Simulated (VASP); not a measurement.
# SrO in VASP: further runs, part 2 of 2

VASP 6.6.1. Earlier steps stand in the parts before.

**5. Single point, r2SCAN (uniaxial x strain -4.9%)**

File POSCAR:

```
SrO
1.0
    3.3893519944      0.0000000000      0.0000000000
   -1.6946759972      3.0858546358      0.0000000000
    0.0000000000      0.0000000000      6.2551048169
Sr O
2 2
Direct
    0.0000000000      0.0000000000      0.0000000000
    0.0000000000      0.0000000000      0.5000000000
    0.3282860134      0.6565720269      0.2500000000
    0.6717139866      0.3434279731      0.7500000000
```

File INCAR.step1:

```
SYSTEM = SrO
ALGO     = Normal         ! electronic algorithm
EDIFF    = 1E-4           ! SCF threshold, eV
ENCUT    = 520            ! plane-wave cutoff, eV
GGA      = PE             ! functional
ISMEAR   = 0              ! smearing method
LASPH    = .TRUE.         ! aspherical terms in the spheres
LCHARG   = .FALSE.        ! write CHGCAR
LREAL    = .FALSE.        ! projectors in reciprocal space
LWAVE    = .TRUE.         ! write WAVECAR
NBANDS   = 24             ! bands
NELM     = 60             ! most SCF steps
PREC     = Accurate       ! precision mode
SIGMA    = 0.01           ! smearing width, eV
```

File INCAR.step2:

```
SYSTEM = SrO
ALGO     = Normal         ! electronic algorithm
EDIFF    = 1E-6           ! SCF threshold, eV
ENCUT    = 520            ! plane-wave cutoff, eV
ISIF     = 2              ! what is computed and relaxed
ISMEAR   = 0              ! smearing method
ISTART   = 1            
LASPH    = .TRUE.         ! aspherical terms in the spheres
LCHARG   = .FALSE.        ! write CHGCAR
LMIXTAU  = .TRUE.       
LREAL    = .FALSE.        ! projectors in reciprocal space
LWAVE    = .FALSE.        ! write WAVECAR
METAGGA  = R2SCAN         ! meta-GGA
NBANDS   = 24             ! bands
NELM     = 60             ! most SCF steps
PREC     = Accurate       ! precision mode
SIGMA    = 0.01           ! smearing width, eV
```

File KPOINTS:

```
k-points
0
G
  12 12 4
  0 0 0
```

Potentials or basis: VASP PAW PBE potentials, release 64 (Sr_sv, O).

On the command line:

```
$ cat potpaw_PBE.64/Sr_sv/POTCAR potpaw_PBE.64/O/POTCAR > POTCAR
$ cp INCAR.step1 INCAR
$ mpirun -np 1 vasp_std > vasp.out
$ cp INCAR.step2 INCAR
$ mpirun -np 1 vasp_std > vasp.out
```

OUTCAR:

```text
SYSTEM = SrO
   EDIFF = 1E-6
   ENCUT = 520
   ISIF = 2
   ISMEAR = 0
   ISTART = 1
   LASPH = .TRUE.
   LREAL = .FALSE.
   METAGGA = R2SCAN
   NELM = 60
   PREC = Accurate

 ion  position               nearest neighbor table
   1  0.000  0.000  0.000-   3 2.54   4 2.54   4 2.54   3 2.54   4 2.56   3 2.56   2 3.13   2 3.13
                             2 4.61   2 4.61   2 4.61   2 4.61   2 4.71   2 4.71   2 4.71   2 4.71
   2  0.000  0.000  0.500-   3 2.54   4 2.54   4 2.54   3 2.54   4 2.56   3 2.56   1 3.13   1 3.13
                             1 4.61   1 4.61   1 4.61   1 4.61   1 4.71   1 4.71   1 4.71   1 4.71
   3  0.328  0.657  0.250-   1 2.54   2 2.54   1 2.54   2 2.54   1 2.56   2 2.56
   4  0.672  0.343  0.750-   1 2.54   2 2.54   1 2.54   2 2.54   1 2.56   2 2.56

  LATTYP: Found a base centered orthorhombic cell.
 ALAT       =     3.3893519944
 B/A-ratio  =     1.8209112780
 C/A-ratio  =     1.8455164371

  Lattice vectors:

 A1 = (   1.6946759972,  -3.0858546358,   0.0000000000)
 A2 = (   1.6946759972,   3.0858546358,   0.0000000000)
 A3 = (   0.0000000000,   0.0000000000,   6.2551048169)

Analysis of symmetry for initial positions (statically):
[... 182 lines left out ...]
 val. band max:        1.7656937000   @ k =   0.0000   0.0000   0.0000
 cond. band min:       5.6071296713   @ k =   0.0000   0.0000   0.0000
 fundamental gap:      3.8414359713
 Fermi energy:         1.8308179717

 k-point     1 :       0.0000    0.0000    0.0000
  band No.  band energies     occupation
      1     -32.1609      2.00000
      2     -31.9393      2.00000
      3     -16.2827      2.00000
      4     -14.4854      2.00000
      5     -13.1335      2.00000
      6     -13.0877      2.00000
[... 637 lines left out ...]
     23      12.1366      0.00000
     24      13.1866      0.00000

 [... further k-points ...]

------------------------ aborting loop because EDIFF is reached ----------------------------------------

  FORCE on cell =-STRESS in cart. coord.  units (eV):
  Direction    XX          YY          ZZ          XY          YZ          ZX
  --------------------------------------------------------------------------------------
  -------------------------------------------------------------------------------------
  Total        4.0110855      1.5924439      1.0854564      0.0000000     -0.0000000      0.0000000
  in kB       98.2303682     38.9985083     26.5825250      0.0000000     -0.0000000      0.0000000
  external PRESSURE =      54.6038005 kB  Pullay stress =       0.0000000 kB

 VOLUME and BASIS-vectors are now :
 -----------------------------------------------------------------------------
  energy-cutoff  :      520.00
  volume of cell :       65.42
      direct lattice vectors                 reciprocal lattice vectors
     3.389351994  0.000000000  0.000000000     0.295041649  0.162029667  0.000000000
    -1.694675997  3.085854636  0.000000000     0.000000000  0.324059335  0.000000000
     0.000000000  0.000000000  6.255104817     0.000000000  0.000000000  0.159869423

 POSITION                                       TOTAL-FORCE (eV/Angst)
 -----------------------------------------------------------------------------------
      0.00000      0.00000      0.00000        -0.000000      0.000000      0.000000
      0.00000      0.00000      3.12755         0.000000      0.000000      0.000000
     -0.00000      2.02609      1.56378         0.000000     -0.006011     -0.000000
      1.69468      1.05977      4.69133         0.000000      0.006011     -0.000000
 -----------------------------------------------------------------------------------
    total drift:                                0.000000     -0.000000      0.000000

  FREE ENERGIE OF THE ION-ELECTRON SYSTEM (eV)
  ---------------------------------------------------
  free  energy   TOTEN  =       -53.3946801736 eV

  energy  without entropy=      -53.3946801736  energy(sigma->0) =      -53.39468017
```

OUTCAR.step1:

```text
SYSTEM = SrO
   EDIFF = 1E-4
   ENCUT = 520
   GGA = PE
   ISMEAR = 0
   LASPH = .TRUE.
   LREAL = .FALSE.
   NELM = 60
[... 881 lines left out ...]
      0.00000      0.00000      3.12755        -0.000000      0.000000      0.000000
     -0.00000      2.02609      1.56378         0.000000     -0.005030     -0.000000
      1.69468      1.05977      4.69133        -0.000000      0.005030     -0.000000
 -----------------------------------------------------------------------------------
    total drift:                                0.000000     -0.000000      0.000000

  FREE ENERGIE OF THE ION-ELECTRON SYSTEM (eV)
  ---------------------------------------------------
  free  energy   TOTEN  =       -23.3402591083 eV

  energy  without entropy=      -23.3402591083  energy(sigma->0) =      -23.34025911
```

OSZICAR.step1:

```text
N       E                     dE             d eps       ncg     rms          rms(c)
DAV:   1     0.178882087831E+03    0.17888E+03   -0.17057E+04  6192   0.131E+03
DAV:   2    -0.176260115332E+02   -0.19651E+03   -0.18520E+03  8752   0.285E+02
DAV:   3    -0.275444113640E+02   -0.99184E+01   -0.98448E+01  9456   0.582E+01
DAV:   4    -0.278340491435E+02   -0.28964E+00   -0.28955E+00  8296   0.788E+00
DAV:   5    -0.278364783111E+02   -0.24292E-02   -0.24291E-02  8608   0.805E-01    0.250E+01
DAV:   6    -0.234819841723E+02    0.43545E+01   -0.21273E+01  7216   0.248E+01    0.297E+01
DAV:   7    -0.234024019510E+02    0.79582E-01   -0.14934E+00  8432   0.645E+00    0.206E+01
DAV:   8    -0.233634175015E+02    0.38984E-01   -0.72577E-01  6864   0.549E+00    0.198E+00
DAV:   9    -0.233377344424E+02    0.25683E-01   -0.11390E-01  8704   0.214E+00    0.480E-01
DAV:  10    -0.233397923620E+02   -0.20579E-02   -0.93348E-03  7248   0.553E-01    0.225E-01
DAV:  11    -0.233401855654E+02   -0.39320E-03   -0.11781E-03  7936   0.187E-01    0.382E-02
DAV:  12    -0.233402591083E+02   -0.73543E-04   -0.30014E-04  6672   0.882E-02
   1 F= -.23340259E+02 E0= -.23340259E+02  d E =-.582907E-61
```

Wall time 9 min (1 thread of Intel Xeon Platinum 8375C at 2.90GHz (Ice Lake), shared host); peak memory 0.32 GiB.

What came out:

```yaml
Free_energy: -53.3947 eV
Pressure: 5.5 GPa
Largest_force: 0.006 eV/Å
Band_gap_on_the_k_mesh: 3.84 eV, direct
```

Forces on the atoms (eV/Å):
```
Sr   0.000  0.000  0.000
Sr   0.000  0.000  0.000
O    0.000 -0.006  0.000
O    0.000  0.006  0.000
```

Stress tensor (GPa, compression positive):
```
9.82 0.00 0.00
0.00 3.90 0.00
0.00 0.00 2.66
```

Levels at points of the mesh, in eV from the valence-band top:
```
           k point  band 12  band 13  band 14  band 15  band 16  band 17  band 18  band 19  band 20  band 21
(0.00, 0.00, 0.00)    -1.20    -0.95    -0.27    -0.14     0.00     3.84     5.26     7.00     7.07     7.57
(0.50, 0.00, 0.00)    -1.78    -1.36    -0.66    -0.30    -0.20     4.03     6.10     7.75     8.27     9.35
(0.00, 0.50, 0.00)    -1.66    -1.07    -0.66    -0.36    -0.06     4.03     5.89     7.77     8.29     9.22
(0.00, 0.00, 0.50)    -1.43    -0.71    -0.71    -0.51    -0.51     5.81     5.81     7.26     7.26     7.58
(0.50, 0.00, 0.50)    -1.55    -1.06    -1.06    -0.78    -0.78     5.22     5.22     9.11     9.11     9.53
(0.00, 0.50, 0.50)    -1.53    -0.99    -0.99    -0.57    -0.57     5.10     5.10     9.02     9.02     9.57
```

Caveat: the cell differs from its parent crystal (uniaxial x strain -4.9%); the PAW data sets were made with another functional, which shifts forces and pressure a little. A k mesh can miss the band edges.

**6. The runs side by side**

```tsv
level	cell	smearing	gap on the mesh (eV)	pressure (GPa)
PBE	a = 3.609, b = 3.609, c = 6.237 Å, angles 90.0, 90.0, 120.0°, 4 atoms	fermi-dirac 0.02 eV	3.41	0.7
r2SCAN	a = 3.609, b = 3.609, c = 6.237 Å, angles 90.0, 90.0, 120.0°, 4 atoms	gaussian 0.01 eV	3.95	-1.3
PBE	a = 3.389, b = 3.521, c = 6.255 Å, angles 90.0, 90.0, 118.8°, 4 atoms	fermi-dirac 0.02 eV	3.31	7.4
r2SCAN	a = 3.389, b = 3.521, c = 6.255 Å, angles 90.0, 90.0, 118.8°, 4 atoms	gaussian 0.01 eV	3.84	5.5
```

Alike in all rows: task single point; potentials or basis VASP PAW PBE potentials, release 64 (Sr_sv, O); no spin polarisation; k mesh 12 × 12 × 4; cutoff (eV) 520.

Caveats: the PAW data sets were made with another functional, which shifts forces and pressure a little (some runs).

Absolute energies hang on the potentials; compare differences alone.
